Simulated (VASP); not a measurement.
# B4C3 (P-43m) in VASP: a series of runs, part 2 of 2

VASP 6.6.1. Earlier steps stand in the parts before.

## (3) Single point, PBE, collinear spin

This run uses another cell than the first one, of 6.85 Å³/atom.

The input, INCAR:

```
SYSTEM = B4C3
PREC = Accurate
ENCUT = 520
EDIFF = 1E-6
ISMEAR = 0
SIGMA = 0.1
LREAL = .False.
LASPH = .True.
NELM = 150
ALGO = Normal
ISIF = 2
LWAVE = .False.
LCHARG = .False.
ISPIN = 2
MAGMOM = 0 0 0 0 1 1 1
LORBIT = 11
GGA = PE
NBANDS = 25
```

The input, KPOINTS:

```
Automatic mesh
0
Gamma
  6 6 6
  0 0 0
```

The input, POSCAR:

```
B4C3
1.0
    3.6330049900      0.0000000000      0.0000000000
    0.0000000000      3.6330049900      0.0000000000
    0.0000000000      0.0000000000      3.6330049900
B C
4 3
Direct
    0.2456870000      0.2456870000      0.7543130000
    0.7543130000      0.7543130000      0.7543130000
    0.2456870000      0.7543130000      0.2456870000
    0.7543130000      0.2456870000      0.2456870000
    0.0000000000      0.0000000000      0.5000000000
    0.5000000000      0.0000000000      0.0000000000
    0.0000000000      0.5000000000      0.0000000000
```

Potentials or basis: VASP PAW PBE potentials, release 64 (B, C).

Command:

```bash
$ cat potpaw_PBE.64/B/POTCAR potpaw_PBE.64/C/POTCAR > POTCAR
$ mpirun -np 1 vasp_std > vasp.out
```

OUTCAR:

```text
SYSTEM = B4C3
   PREC = Accurate
   ENCUT = 520
   EDIFF = 1E-6
   ISMEAR = 0
   LREAL = .False.
   LASPH = .True.
   NELM = 150
   ISIF = 2
   ISPIN = 2
   LORBIT = 11
   GGA = PE

 ion  position               nearest neighbor table
   1  0.246  0.246  0.754-   5 1.56   6 1.56   7 1.56
   2  0.754  0.754  0.754-   5 1.56   6 1.56   7 1.56
   3  0.246  0.754  0.246-   5 1.56   6 1.56   7 1.56
   4  0.754  0.246  0.246-   5 1.56   6 1.56   7 1.56
   5  0.000  0.000  0.500-   1 1.56   2 1.56   3 1.56   4 1.56
   6  0.500  0.000  0.000-   1 1.56   2 1.56   3 1.56   4 1.56
   7  0.000  0.500  0.000-   1 1.56   2 1.56   3 1.56   4 1.56

  LATTYP: Found a simple cubic cell.
 ALAT       =     3.6330049900

  Lattice vectors:

 A1 = (   3.6330049900,   0.0000000000,   0.0000000000)
 A2 = (   0.0000000000,   3.6330049900,   0.0000000000)
 A3 = (   0.0000000000,   0.0000000000,   3.6330049900)

Analysis of symmetry for initial positions (statically):
=====================================================================
[... 1293 lines left out ...]
  Total        7.3661973      7.3661973      7.3661973      0.0000000      0.0000000      0.0000000
  in kB      246.1251221    246.1251221    246.1251221      0.0000000      0.0000000      0.0000000
  external PRESSURE =     246.1251221 kB  Pullay stress =       0.0000000 kB

 VOLUME and BASIS-vectors are now :
 -----------------------------------------------------------------------------
  energy-cutoff  :      520.00
  volume of cell :       47.95
      direct lattice vectors                 reciprocal lattice vectors
     3.633004990  0.000000000  0.000000000     0.275254232  0.000000000  0.000000000
     0.000000000  3.633004990  0.000000000     0.000000000  0.275254232  0.000000000
     0.000000000  0.000000000  3.633004990     0.000000000  0.000000000  0.275254232

 POSITION                                       TOTAL-FORCE (eV/Angst)
 -----------------------------------------------------------------------------------
      0.89258      0.89258      2.74042        -1.150086     -1.150086      1.150086
      2.74042      2.74042      2.74042         1.150086      1.150086      1.150086
      0.89258      2.74042      0.89258        -1.150086      1.150086     -1.150086
      2.74042      0.89258      0.89258         1.150086     -1.150086     -1.150086
      0.00000      0.00000      1.81650        -0.000000     -0.000000     -0.000000
      1.81650      0.00000      0.00000        -0.000000     -0.000000     -0.000000
      0.00000      1.81650      0.00000        -0.000000     -0.000000     -0.000000
 -----------------------------------------------------------------------------------
    total drift:                               -0.000000     -0.000000      0.000000

  FREE ENERGIE OF THE ION-ELECTRON SYSTEM (eV)
  ---------------------------------------------------
  free  energy   TOTEN  =       -49.6246701279 eV

  energy  without entropy=      -49.6068342472  energy(sigma->0) =      -49.61575219

 total charge

# of ion       s       p       d       tot
------------------------------------------
    1        0.745   1.267   0.000   2.012
    2        0.745   1.267   0.000   2.012
    3        0.745   1.267   0.000   2.012
    4        0.745   1.267   0.000   2.012
    5        0.883   1.764   0.000   2.647
    6        0.883   1.764   0.000   2.647
    7        0.883   1.764   0.000   2.647
--------------------------------------------------
tot          5.628  10.360   0.000  15.988

 magnetization (x)

# of ion       s       p       d       tot
------------------------------------------
    1        0.000   0.000   0.000   0.000
    2        0.000   0.000   0.000   0.000
    3        0.000   0.000   0.000   0.000
    4        0.000   0.000   0.000   0.000
    5       -0.000  -0.000   0.000  -0.000
    6       -0.000  -0.000   0.000  -0.000
    7       -0.000  -0.000   0.000  -0.000
--------------------------------------------------
tot          0.000   0.000   0.000   0.000
```

It took 21 s on 1 thread of Intel Xeon 6975P-C (Granite Rapids), shared host; peak memory 0.18 GiB.

Results:

* Free energy: -49.6247 eV
* Pressure: 24.6 GPa
* Largest force: 1.992 eV/Å
* Band gap on the k mesh: zero (filled and empty bands overlap)
* Net moment: 0.00 μB per cell
* Valence electrons inside the program's atomic spheres: B 2.01; C 2.65

Forces in eV/Å, atoms in the order of the input:
```
B   -1.150 -1.150  1.150
B    1.150  1.150  1.150
B   -1.150  1.150 -1.150
B    1.150 -1.150 -1.150
C    0.000  0.000  0.000
C    0.000  0.000  0.000
C    0.000  0.000  0.000
```

Caveat: the cell stands under pressure; forces of over 1 eV/Å act on the atoms, so gaps and moduli don't describe the material at rest.

## (4) Relaxation of cell and atoms, PBE

This run uses another cell than the first one, of 8.19 Å³/atom.

The input, INCAR:

```
SYSTEM = B4C3
  ALGO = Normal
  EDIFF = 1E-7
  EDIFFG = -0.01
  ENCUT = 600
  GGA = PE
  IBRION = 2
  ISIF = 3
  ISMEAR = 0
  LASPH = .TRUE.
  LCHARG = .FALSE.
  LREAL = .FALSE.
  LWAVE = .FALSE.
  NELM = 100
  NSW = 100
  PREC = Accurate
  SIGMA = 0.1
```

The input, KPOINTS:

```
k-points
0
G
  10 10 10
  0 0 0
```

The input, POSCAR:

```
B4C3
1.0
    3.8552066452      0.0000000000      0.0000000000
    0.0000000000      3.8552066452      0.0000000000
    0.0000000000      0.0000000000      3.8552066452
B C
4 3
Direct
    0.2000037943      0.2000037943      0.7999962057
    0.7999962057      0.7999962057      0.7999962057
    0.2000037943      0.7999962057      0.2000037943
    0.7999962057      0.2000037943      0.2000037943
    0.0000000000      0.0000000000      0.5000000000
    0.5000000000      0.0000000000      0.0000000000
    0.0000000000      0.5000000000      0.0000000000
```

Potentials or basis: VASP PAW PBE potentials, release 64 (B, C).

Command:

```bash
$ cat potpaw_PBE.64/B/POTCAR potpaw_PBE.64/C/POTCAR > POTCAR
$ mpirun -np 1 vasp_std > vasp.out
```

OUTCAR:

```text
SYSTEM = B4C3
   EDIFF = 1E-7
   EDIFFG = -0.01
   ENCUT = 600
   GGA = PE
   IBRION = 2
   ISIF = 3
   ISMEAR = 0
   LASPH = .TRUE.
   LREAL = .FALSE.
   NELM = 100
   NSW = 100
   PREC = Accurate

 ion  position               nearest neighbor table
   1  0.200  0.200  0.800-   5 1.59   6 1.59   7 1.59
   2  0.800  0.800  0.800-   5 1.59   6 1.59   7 1.59
   3  0.200  0.800  0.200-   5 1.59   6 1.59   7 1.59
   4  0.800  0.200  0.200-   5 1.59   6 1.59   7 1.59
   5  0.000  0.000  0.500-   1 1.59   2 1.59   3 1.59   4 1.59
   6  0.500  0.000  0.000-   1 1.59   2 1.59   3 1.59   4 1.59
   7  0.000  0.500  0.000-   1 1.59   2 1.59   3 1.59   4 1.59

  LATTYP: Found a simple cubic cell.
 ALAT       =     3.8552066452

  Lattice vectors:

 A1 = (   3.8552066452,   0.0000000000,   0.0000000000)
 A2 = (   0.0000000000,   3.8552066452,   0.0000000000)
 A3 = (   0.0000000000,   0.0000000000,   3.8552066452)

Analysis of symmetry for initial positions (statically):
=====================================================================
 Subroutine PRICEL returns:
 Original cell was already a primitive cell.

 Routine SETGRP: Setting up the symmetry group for a
 simple cubic supercell.

 Subroutine GETGRP returns: Found 24 space group operations
 (whereof 24 operations were pure point group operations)
 out of a pool of 48 trial point group operations.

The static configuration has the point symmetry T_d .

Analysis of symmetry for dynamics (positions and initial velocities):
=====================================================================
 Subroutine PRICEL returns:
 Original cell was already a primitive cell.

 Routine SETGRP: Setting up the symmetry group for a
 simple cubic supercell.

 Subroutine GETGRP returns: Found 24 space group operations
 (whereof 24 operations were pure point group operations)
 out of a pool of 48 trial point group operations.

The dynamic configuration has the point symmetry T_d .

 Subroutine INISYM returns: Found 24 space group operations
 (whereof 24 operations are pure point group operations),
 and found     1 'primitive' translations

----------------------------------------------------------------------------------------

                                     Primitive cell

  volume of cell :      57.2985

  direct lattice vectors                    reciprocal lattice vectors
     3.855206645  0.000000000  0.000000000     0.259389468  0.000000000  0.000000000
     0.000000000  3.855206645  0.000000000     0.000000000  0.259389468  0.000000000
     0.000000000  0.000000000  3.855206645     0.000000000  0.000000000  0.259389468

  length of vectors
     3.855206645  3.855206645  3.855206645     0.259389468  0.259389468  0.259389468

  position of ions in fractional coordinates (direct lattice)
     0.200003794  0.200003794  0.799996206
     0.799996206  0.799996206  0.799996206
     0.200003794  0.799996206  0.200003794
     0.799996206  0.200003794  0.200003794
     0.000000000  0.000000000  0.500000000
     0.500000000  0.000000000  0.000000000
     0.000000000  0.500000000  0.000000000

  ion indices of the primitive-cell ions
   primitive index   ion index
                 1           1
                 2           2
                 3           3
                 4           4
                 5           5
[... 36 lines left out ...]
  0.500000  0.000000  0.000000      3.000000
[... 16 lines left out ...]
  0.200000  0.100000  0.100000     24.000000
  0.300000  0.100000  0.100000     24.000000
 [... further k-points ...]
   k-points           NKPTS =     56   k-points in BZ     NKDIM =     56   number of bands    NBANDS=     16
   number of dos      NEDOS =    301   number of ions     NIONS =      7
   total plane-waves  NPLWV =  32768
   dimension x,y,z NGX =    32 NGY =   32 NGZ =   32
   dimension x,y,z NGXF=    64 NGYF=   64 NGZF=   64
   ions per type =               4   3
   NGX,Y,Z   is equivalent  to a cutoff of  13.80, 13.80, 13.80 a.u.
   NGXF,Y,Z  is equivalent  to a cutoff of  27.60, 27.60, 27.60 a.u.
 SYSTEM =  B4C3
   PREC   = accura    normal or accurate (medium, high low for compatibility)
   ISTART =      0    job   : 0-new  1-cont  2-samecut
   ICHARG =      2    charge: 1-file 2-atom 10-const
   ISPIN  =      1    spin polarized calculation?
   LNONCOLLINEAR =      F non collinear calculations
   LSORBIT =      F    spin-orbit coupling
   LASPH  =      T    aspherical Exc in radial PAW
   ENCUT  =  600.0 eV  44.10 Ry    6.64 a.u.   7.70  7.70  7.70*2*pi/ulx,y,z
   NELM   =    100;   NELMIN=  2; NELMDL= -5     # of ELM steps
   EDIFF  = 0.1E-06   stopping-criterion for ELM
   LREAL  =      F    real-space projection
   EDIFFG = -.1E-01   stopping-criterion for IOM
   NSW    =    100    number of steps for IOM
   IBRION =      2    ionic relax: 0-MD 1-quasi-New 2-CG
   NFREE  =      1    steps in history (QN), initial steepest desc. (CG)
   ISIF   =      3    stress and relaxation
   ISYM   =      2    0-nonsym 1-usesym 2-fastsym
   POTIM  = 0.5000    time-step for ionic-motion
   TEBEG  =    0.0;   TEEND  =   0.0 temperature during run
   PSTRESS=    0.0 pullay stress
   NELECT =      24.0000    total number of electrons
   NUPDOWN=      -1.0000    fix difference up-down
   EMIN   =  10.00;   EMAX   =-10.00  energy-range for DOS
   EFERMI =   0.00;   METHOD = LEGACY
   ISMEAR =     0;   SIGMA  =   0.10  broadening in eV -4-tet -1-fermi 0-gaus
   EFERMI_NEDOS =   21; number of points for ismear=-14 and -15
   IALGO  =     38    algorithm
   IMIX   =      4    mixing-type and parameters
     AMIX     =   0.40;   BMIX     =  1.00
     AMIX_MAG =   1.60;   BMIX_MAG =  1.00
  volume/ion in A,a.u.               =       8.19        55.24
  Fermi-wavevector in a.u.,A,eV,Ry     =   1.224891  2.314709 20.413622  1.500359
  Thomas-Fermi vector in A             =   2.359949
   LORBIT       =      0    0 simple, 1 ext, 2 COOP (PROOUT), +10 PAW based schemes
   GGA     = PE    functional components
   LHFCALC =     F    Hartree Fock is set to
   AEXX    =    0.0000 exact exchange contribution
   IVDW    =     0    specifies the selected vdW correction
   LEPSILON=     F    determine dielectric tensor
   LRPA    =     F    only Hartree local field effects (RPA)
 conjugate gradient relaxation of ions
 non-spin polarized calculation
 Gauss-broadening in eV      SIGMA  =   0.10
  energy-cutoff  :      600.00
  volume of cell :       57.30
 maximum number of plane-waves:      1936
 NGX is ok and might be reduce to    32
   NGX = 15   NGY = 15   NGZ = 15

--------------------------------------- Ionic step        1  -------------------------------------------

 number of electron      23.9999999 magnetization

 Free energy of the ion-electron system (eV)
  ---------------------------------------------------
  ext. energy  EPLUGINS =         0.00000000
  ---------------------------------------------------
  free energy    TOTEN  =       -52.34482626 eV

  energy without entropy =      -52.33720158  energy(sigma->0) =      -52.34101392

------------------------ aborting loop because EDIFF is reached ----------------------------------------

  FORCE on cell =-STRESS in cart. coord.  units (eV):
  Direction    XX          YY          ZZ          XY          YZ          ZX
  --------------------------------------------------------------------------------------
  -------------------------------------------------------------------------------------
  Total        0.1869182      0.1869182      0.1869182     -0.0000000      0.0000000     -0.0000000
  in kB        5.2265988      5.2265988      5.2265988     -0.0000000      0.0000000     -0.0000000
  external PRESSURE =       5.2265988 kB  Pullay stress =       0.0000000 kB
[... 151 lines left out ...]
--------------------------------------- Ionic step        5  -------------------------------------------

 number of electron      23.9999999 magnetization

 Free energy of the ion-electron system (eV)
  ---------------------------------------------------
  ext. energy  EPLUGINS =         0.00000000
  ---------------------------------------------------
  free energy    TOTEN  =       -52.36026608 eV

  energy without entropy =      -52.35458525  energy(sigma->0) =      -52.35742567

 E-fermi :   4.1195     XC(G=0): -10.9328

 val. band max:        4.0969145741   @ k =   0.5000   0.3000   0.3000
 cond. band min:       4.1979406989   @ k =   0.5000   0.4000   0.3000
 fundamental gap:      0.1010261248
 Fermi energy:         4.1194820224

 k-point     1 :       0.0000    0.0000    0.0000
  band No.  band energies     occupation
      1     -11.7403      2.00000
      2      -6.0489      2.00000
      3      -6.0489      2.00000
      4      -3.0878      2.00000
      5      -3.0878      2.00000
      6      -3.0878      2.00000
[... 433 lines left out ...]
      3      -6.2523      2.00000
      4      -3.5921      2.00000
      5      -2.1831      2.00000
      6      -1.3135      2.00000
[... 8 lines left out ...]
     15      10.7680      0.00000
     16      10.9001      0.00000

 [... further k-points ...]
[... 5 lines left out ...]
  --------------------------------------------------------------------------------------
  -------------------------------------------------------------------------------------
  Total       -0.0020788     -0.0020788     -0.0020788      0.0000000     -0.0000000      0.0000000
  in kB       -0.0582668     -0.0582668     -0.0582668      0.0000000     -0.0000000      0.0000000
  external PRESSURE =      -0.0582668 kB  Pullay stress =       0.0000000 kB
[... 22 lines left out ...]
  FREE ENERGIE OF THE ION-ELECTRON SYSTEM (eV)
  ---------------------------------------------------
  free  energy   TOTEN  =       -52.3602660790 eV

  energy  without entropy=      -52.3545852545  energy(sigma->0) =      -52.35742567

 reached required accuracy - stopping structural energy minimisation
```

It took 58 s on 1 thread of Intel Xeon 6975P-C (Granite Rapids), shared host; peak memory 0.2 GiB.

Results:

```
Free energy                           : -52.3603 eV
Relaxed volume                        : 8.17 Å³/atom
Relaxed cell                          : a = 3.852 Å, b = 3.852 Å, c = 3.852 Å, α = 90.00°, β = 90.00°, γ = 90.00°
Space group after relaxing (to 0.1 Å) : P-43m (No. 215)
Energy gained by relaxing             : 2.2 meV/atom
Ionic steps                           : 5
Pressure after relaxing               : 0.0 GPa
Band gap on the k mesh                : zero (bands 12 and 13 overlap by 2.24 eV)
```

Forces in eV/Å, atoms in the order of the input:
```
B   -0.001 -0.001  0.001
B    0.001  0.001  0.001
B   -0.001  0.001 -0.001
B    0.001 -0.001 -0.001
C    0.000  0.000  0.000
C    0.000  0.000  0.000
C    0.000  0.000  0.000
```

Step by step:
| step | energy change (eV) | largest force (eV/Å) | pressure (GPa) | volume (Å³) |
| --- | --- | --- | --- | --- |
| 1 | 0.0000 | 0.3847 | 0.52 | 57.30 |
| 2 | -0.0139 | 0.0008 | -1.33 | 57.52 |
| 3 | -0.0140 | 0.0236 | -1.22 | 57.51 |
| 4 | -0.0152 | 0.0127 | 0.49 | 57.02 |
| 5 | -0.0154 | 0.0021 | -0.01 | 57.16 |

Final structure:
```
CELL_PARAMETERS angstrom
3.85214 0.00000 0.00000
0.00000 3.85214 0.00000
0.00000 0.00000 3.85214
ATOMIC_POSITIONS crystal
B 0.20301 0.20301 0.79699
B 0.79699 0.79699 0.79699
B 0.20301 0.79699 0.20301
B 0.79699 0.20301 0.20301
C 0.00000 0.00000 0.50000
C 0.50000 0.00000 0.00000
C 0.00000 0.50000 0.00000
```

## (5) The runs side by side

```csv
task,spin,cell,k mesh,cutoff (eV),gap on the mesh (eV),pressure (GPa),largest force (eV/Å)
single point,off,"a = 3.853 Å, 7 atoms, atomic positions A",10 × 10 × 10,520,none,0.1,0.01
single point,collinear,"a = 3.633 Å, 7 atoms, atomic positions B",6 × 6 × 6,520,none,24.6,1.99
relaxation of cell and atoms,off,"relaxed from a = 3.855 Å, 7 atoms, atomic positions C",10 × 10 × 10,600,none,0.0,-
```

Alike in all rows: level PBE; potentials or basis VASP PAW PBE potentials, release 64 (B, C); smearing gaussian 0.1 eV.

Caveats: the cell stands under pressure (at least some runs); forces of over 1 eV/Å act on the atoms, so gaps and moduli don't describe the material at rest (at least some runs).

Absolute energies hang on the potentials; compare differences alone.
